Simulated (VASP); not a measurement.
# RuRhC4N4 (P-43m) in VASP: relaxation of cell and atoms with PBE

Aim: the relaxation of cell and atoms of RuRhC4N4 with PBE.

All numbers are computed with VASP 6.6.1; they aren't measurements. Logs are shortened: lines on timing, memory, paths and dates and some standing lists are left out, and cuts for length are marked.

## (1) The cell of the first run

The structure is cubic, space group P-43m (No. 215). Conventional cell: a = 5.811 Å, b = 5.811 Å, c = 5.811 Å, α = 90.00°, β = 90.00°, γ = 90.00°. Within 2.5 Å of Ru (site symmetry -43m) lie 4 N at 1.90 Å. Within 2.6 Å of Rh (site symmetry -43m) lie 4 C at 1.93 Å. Within 1.6 Å of C (site symmetry 3m) lie 1 N at 1.20 Å. N (site symmetry 3m) has 1 C at 1.20 Å within 1.6 Å.

## (2) Relaxation of cell and atoms, PBE

Contents of INCAR:

```
  PREC = Accurate
  ENCUT = 600
  EDIFF = 1E-7
  ISMEAR = 0
  SIGMA = 0.1
  LREAL = False
  LASPH = True
  NELM = 60
  ALGO = Normal
  ISIF = 3
  LWAVE = False
  LCHARG = False
  GGA = PE
  IBRION = 2
  NSW = 100
  EDIFFG = -0.01
```

Contents of KPOINTS:

```
regular mesh
0
Gamma
  8 8 8
```

Contents of POSCAR:

```
RuRhC4N4
1.0
    5.8113903041      0.0000000000      0.0000000000
    0.0000000000      5.8113903041      0.0000000000
    0.0000000000      0.0000000000      5.8113903041
Ru Rh C N
1 1 4 4
Direct
    0.5000000000      0.5000000000      0.5000000000
    0.0000000000      0.0000000000      0.0000000000
    0.1920079437      0.1920079437      0.1920079437
    0.1920079437      0.8079920563      0.8079920563
    0.8079920563      0.1920079437      0.8079920563
    0.8079920563      0.8079920563      0.1920079437
    0.3111855161      0.3111855161      0.3111855161
    0.3111855161      0.6888144839      0.6888144839
    0.6888144839      0.3111855161      0.6888144839
    0.6888144839      0.6888144839      0.3111855161
```

Potentials or basis: VASP PAW PBE potentials, release 64 (Ru_pv, Rh_pv, C, N).

Run with:

```console
cat potpaw_PBE.64/Ru_pv/POTCAR potpaw_PBE.64/Rh_pv/POTCAR potpaw_PBE.64/C/POTCAR potpaw_PBE.64/N/POTCAR > POTCAR
mpirun -np 1 vasp_std > vasp.out
```

OUTCAR:

```text
PREC = Accurate
   ENCUT = 600
   EDIFF = 1E-7
   ISMEAR = 0
   LREAL = False
   LASPH = True
   NELM = 60
   ISIF = 3
   GGA = PE
   IBRION = 2
   NSW = 100
   EDIFFG = -0.01

 ion  position               nearest neighbor table
   1  0.500  0.500  0.500-   7 1.90   8 1.90   9 1.90  10 1.90
   2  0.000  0.000  0.000-   3 1.93   4 1.93   5 1.93   6 1.93
   3  0.192  0.192  0.192-   7 1.20   2 1.93
   4  0.192  0.808  0.808-   8 1.20   2 1.93
   5  0.808  0.192  0.808-   9 1.20   2 1.93
   6  0.808  0.808  0.192-  10 1.20   2 1.93
   7  0.311  0.311  0.311-   3 1.20   1 1.90
   8  0.311  0.689  0.689-   4 1.20   1 1.90
   9  0.689  0.311  0.689-   5 1.20   1 1.90
  10  0.689  0.689  0.311-   6 1.20   1 1.90

  LATTYP: Found a simple cubic cell.
 ALAT       =     5.8113903041

  Lattice vectors:

 A1 = (   5.8113903041,   0.0000000000,   0.0000000000)
 A2 = (   0.0000000000,   5.8113903041,   0.0000000000)
 A3 = (   0.0000000000,   0.0000000000,   5.8113903041)

Analysis of symmetry for initial positions (statically):
=====================================================================
 Subroutine PRICEL returns:
 Original cell was already a primitive cell.

 Routine SETGRP: Setting up the symmetry group for a
 simple cubic supercell.

 Subroutine GETGRP returns: Found 24 space group operations
 (whereof 24 operations were pure point group operations)
 out of a pool of 48 trial point group operations.

The static configuration has the point symmetry T_d .

Analysis of symmetry for dynamics (positions and initial velocities):
=====================================================================
 Subroutine PRICEL returns:
 Original cell was already a primitive cell.

 Routine SETGRP: Setting up the symmetry group for a
 simple cubic supercell.

 Subroutine GETGRP returns: Found 24 space group operations
 (whereof 24 operations were pure point group operations)
 out of a pool of 48 trial point group operations.

The dynamic configuration has the point symmetry T_d .

 Subroutine INISYM returns: Found 24 space group operations
 (whereof 24 operations are pure point group operations),
 and found     1 'primitive' translations

----------------------------------------------------------------------------------------

                                     Primitive cell

  volume of cell :     196.2638

  direct lattice vectors                    reciprocal lattice vectors
     5.811390304  0.000000000  0.000000000     0.172075863  0.000000000  0.000000000
     0.000000000  5.811390304  0.000000000     0.000000000  0.172075863  0.000000000
     0.000000000  0.000000000  5.811390304     0.000000000  0.000000000  0.172075863

  length of vectors
     5.811390304  5.811390304  5.811390304     0.172075863  0.172075863  0.172075863

  position of ions in fractional coordinates (direct lattice)
     0.500000000  0.500000000  0.500000000
     0.000000000  0.000000000  0.000000000
     0.192007944  0.192007944  0.192007944
     0.192007944  0.807992056  0.807992056
     0.807992056  0.192007944  0.807992056
     0.807992056  0.807992056  0.192007944
     0.311185516  0.311185516  0.311185516
     0.311185516  0.688814484  0.688814484
     0.688814484  0.311185516  0.688814484
     0.688814484  0.688814484  0.311185516

  ion indices of the primitive-cell ions
   primitive index   ion index
                 1           1
                 2           2
                 3           3
                 4           4
                 5           5
                 6           6
                 7           7
                 8           8
                 9           9
                10          10

----------------------------------------------------------------------------------------

 KPOINTS: regular mesh

Automatic generation of k-mesh.
 Grid dimensions read from file:
 generate k-points for:    8    8    8

 Generating k-lattice:

  Cartesian coordinates                     Fractional coordinates (reciprocal lattice)
     0.021509483  0.000000000  0.000000000     0.125000000  0.000000000  0.000000000
     0.000000000  0.021509483  0.000000000     0.000000000  0.125000000  0.000000000
     0.000000000  0.000000000  0.021509483     0.000000000  0.000000000  0.125000000

  Length of vectors
     0.021509483  0.021509483  0.021509483

  Shift w.r.t. Gamma in fractional coordinates (k-lattice)
     0.000000000  0.000000000  0.000000000

 Subroutine IBZKPT returns following result:
 ===========================================

 Found     35 irreducible k-points:

 Following reciprocal coordinates:
            Coordinates               Weight
  0.000000  0.000000  0.000000      1.000000
  0.125000  0.000000  0.000000      6.000000
  0.250000  0.000000  0.000000      6.000000
  0.375000  0.000000  0.000000      6.000000
  0.500000  0.000000  0.000000      3.000000
  0.125000  0.125000  0.000000     12.000000
[... 16 lines left out ...]
  0.375000  0.375000  0.125000     24.000000
  0.500000  0.375000  0.125000     24.000000
 [... further k-points ...]
   k-points           NKPTS =     35   k-points in BZ     NKDIM =     35   number of bands    NBANDS=     39
   number of dos      NEDOS =    301   number of ions     NIONS =     10
   total plane-waves  NPLWV = 110592
   dimension x,y,z NGX =    48 NGY =   48 NGZ =   48
   dimension x,y,z NGXF=    96 NGYF=   96 NGZF=   96
   ions per type =               1   1   4   4
   NGX,Y,Z   is equivalent  to a cutoff of  13.73, 13.73, 13.73 a.u.
   NGXF,Y,Z  is equivalent  to a cutoff of  27.46, 27.46, 27.46 a.u.
 SYSTEM =  unknown system
   PREC   = accura    normal or accurate (medium, high low for compatibility)
   ISTART =      0    job   : 0-new  1-cont  2-samecut
   ICHARG =      2    charge: 1-file 2-atom 10-const
   ISPIN  =      1    spin polarized calculation?
   LNONCOLLINEAR =      F non collinear calculations
   LSORBIT =      F    spin-orbit coupling
   LASPH  =      T    aspherical Exc in radial PAW
   ENCUT  =  600.0 eV  44.10 Ry    6.64 a.u.  11.61 11.61 11.61*2*pi/ulx,y,z
   NELM   =     60;   NELMIN=  2; NELMDL= -5     # of ELM steps
   EDIFF  = 0.1E-06   stopping-criterion for ELM
   LREAL  =      F    real-space projection
   EDIFFG = -.1E-01   stopping-criterion for IOM
   NSW    =    100    number of steps for IOM
   IBRION =      2    ionic relax: 0-MD 1-quasi-New 2-CG
   NFREE  =      1    steps in history (QN), initial steepest desc. (CG)
   ISIF   =      3    stress and relaxation
   ISYM   =      2    0-nonsym 1-usesym 2-fastsym
   POTIM  = 0.5000    time-step for ionic-motion
   TEBEG  =    0.0;   TEEND  =   0.0 temperature during run
   PSTRESS=    0.0 pullay stress
   NELECT =      65.0000    total number of electrons
   NUPDOWN=      -1.0000    fix difference up-down
   EMIN   =  10.00;   EMAX   =-10.00  energy-range for DOS
   EFERMI =   0.00;   METHOD = LEGACY
   ISMEAR =     0;   SIGMA  =   0.10  broadening in eV -4-tet -1-fermi 0-gaus
   EFERMI_NEDOS =   21; number of points for ismear=-14 and -15
   IALGO  =     38    algorithm
   IMIX   =      4    mixing-type and parameters
     AMIX     =   0.40;   BMIX     =  1.00
     AMIX_MAG =   1.60;   BMIX_MAG =  1.00
  volume/ion in A,a.u.               =      19.63       132.45
  Fermi-wavevector in a.u.,A,eV,Ry     =   1.132659  2.140415 17.455142  1.282917
  Thomas-Fermi vector in A             =   2.269361
   LORBIT       =      0    0 simple, 1 ext, 2 COOP (PROOUT), +10 PAW based schemes
   GGA     = PE    functional components
   LHFCALC =     F    Hartree Fock is set to
   AEXX    =    0.0000 exact exchange contribution
   IVDW    =     0    specifies the selected vdW correction
   LEPSILON=     F    determine dielectric tensor
   LRPA    =     F    only Hartree local field effects (RPA)
 conjugate gradient relaxation of ions
 non-spin polarized calculation
 Gauss-broadening in eV      SIGMA  =   0.10
  energy-cutoff  :      600.00
  volume of cell :      196.26
 maximum number of plane-waves:      6619
 NGX is ok and might be reduce to    48
   NGX = 23   NGY = 23   NGZ = 23

--------------------------------------- Ionic step        1  -------------------------------------------

 number of electron      65.0000008 magnetization

 Free energy of the ion-electron system (eV)
  ---------------------------------------------------
  ext. energy  EPLUGINS =         0.00000000
  ---------------------------------------------------
  free energy    TOTEN  =       -79.62673045 eV

  energy without entropy =      -79.59577410  energy(sigma->0) =      -79.61125228

------------------------ aborting loop because EDIFF is reached ----------------------------------------

  FORCE on cell =-STRESS in cart. coord.  units (eV):
  Direction    XX          YY          ZZ          XY          YZ          ZX
  --------------------------------------------------------------------------------------
  -------------------------------------------------------------------------------------
  Total       -0.2496522     -0.2496522     -0.2496522      0.0000000     -0.0000000      0.0000000
  in kB       -2.0380079     -2.0380079     -2.0380079      0.0000000     -0.0000000      0.0000000
  external PRESSURE =      -2.0380079 kB  Pullay stress =       0.0000000 kB
[... 161 lines left out ...]
  energy  without entropy=      -79.5993354288  energy(sigma->0) =      -79.61450621

--------------------------------------- Ionic step        5  -------------------------------------------

 number of electron      65.0000007 magnetization

 Free energy of the ion-electron system (eV)
  ---------------------------------------------------
  ext. energy  EPLUGINS =         0.00000000
  ---------------------------------------------------
  free energy    TOTEN  =       -79.62977304 eV

  energy without entropy =      -79.59936683  energy(sigma->0) =      -79.61456994

 E-fermi :   0.3899     XC(G=0):  -7.7224

 val. band max:        0.3711670399   @ k =   0.2500   0.2500   0.0000
 cond. band min:       0.3942633134   @ k =   0.2500   0.2500   0.1250
 fundamental gap:      0.0230962735
 Fermi energy:         0.3898823615

 k-point     1 :       0.0000    0.0000    0.0000
  band No.  band energies     occupation
      1     -46.8360      2.00000
      2     -46.8360      2.00000
      3     -46.8360      2.00000
      4     -43.6412      2.00000
      5     -43.6412      2.00000
      6     -43.6412      2.00000
[... 997 lines left out ...]
     38       4.7573      0.00000
     39       4.9658      0.00000

 [... further k-points ...]
[... 5 lines left out ...]
  --------------------------------------------------------------------------------------
  -------------------------------------------------------------------------------------
  Total        0.0088649      0.0088649      0.0088649      0.0000000      0.0000000     -0.0000000
  in kB        0.0728082      0.0728082      0.0728082      0.0000000      0.0000000     -0.0000000
  external PRESSURE =       0.0728082 kB  Pullay stress =       0.0000000 kB
[... 25 lines left out ...]
  FREE ENERGIE OF THE ION-ELECTRON SYSTEM (eV)
  ---------------------------------------------------
  free  energy   TOTEN  =       -79.6297730373 eV

  energy  without entropy=      -79.5993668331  energy(sigma->0) =      -79.61456994

 reached required accuracy - stopping structural energy minimisation
```

Run time: 36 min. Hardware: 1 thread of Intel Xeon 8259CL, shared host; peak memory 0.57 GiB.

Results:

| Quantity | Value |
| --- | --- |
| Free energy | -79.6298 eV |
| Relaxed volume | 19.51 Å³/atom |
| Relaxed cell | a = 5.800 Å, b = 5.800 Å, c = 5.800 Å, α = 90.00°, β = 90.00°, γ = 90.00° |
| Space group after relaxing (to 0.1 Å) | P-43m (No. 215) |
| Energy gained by relaxing | 0.3 meV/atom |
| Ionic steps | 5 |
| Pressure after relaxing | 0.0 GPa |
| Largest force after relaxing | 0.010 eV/Å |
| Band gap on the k mesh | zero (an odd number of electrons rules out a gap without spin polarisation) |

Forces on the atoms (eV/Å):
```
Ru   0.000  0.000  0.000
Rh   0.000  0.000  0.000
C   -0.006 -0.006 -0.006
C   -0.006  0.006  0.006
C    0.006 -0.006  0.006
C    0.006  0.006 -0.006
N   -0.003 -0.003 -0.003
N   -0.003  0.003  0.003
N    0.003 -0.003  0.003
N    0.003  0.003 -0.003
```

The path:
```tsv
step	energy change (eV)	largest force (eV/Å)	pressure (GPa)	volume (Å³)
1	0.0000	0.2538	-0.20	196.26
2	0.0584	1.5675	-1.82	195.56
3	-0.0016	0.0330	-0.44	196.17
4	-0.0029	0.0143	0.13	194.80
5	-0.0030	0.0100	0.01	195.08
```

Final structure:
```
CELL_PARAMETERS angstrom
5.79964 0.00000 0.00000
0.00000 5.79964 0.00000
0.00000 0.00000 5.79964
ATOMIC_POSITIONS crystal
Ru 0.50000 0.50000 0.50000
Rh 0.00000 0.00000 0.00000
C 0.19172 0.19172 0.19172
C 0.19172 0.80828 0.80828
C 0.80828 0.19172 0.80828
C 0.80828 0.80828 0.19172
N 0.31136 0.31136 0.31136
N 0.31136 0.68864 0.68864
N 0.68864 0.31136 0.68864
N 0.68864 0.68864 0.31136
```

Caveat: an odd number of electrons without spin polarisation forces a metal; a magnetic or distorted state may lie lower.

The gap in the log of VASP goes by the Fermi energy; the results here count the filled bands.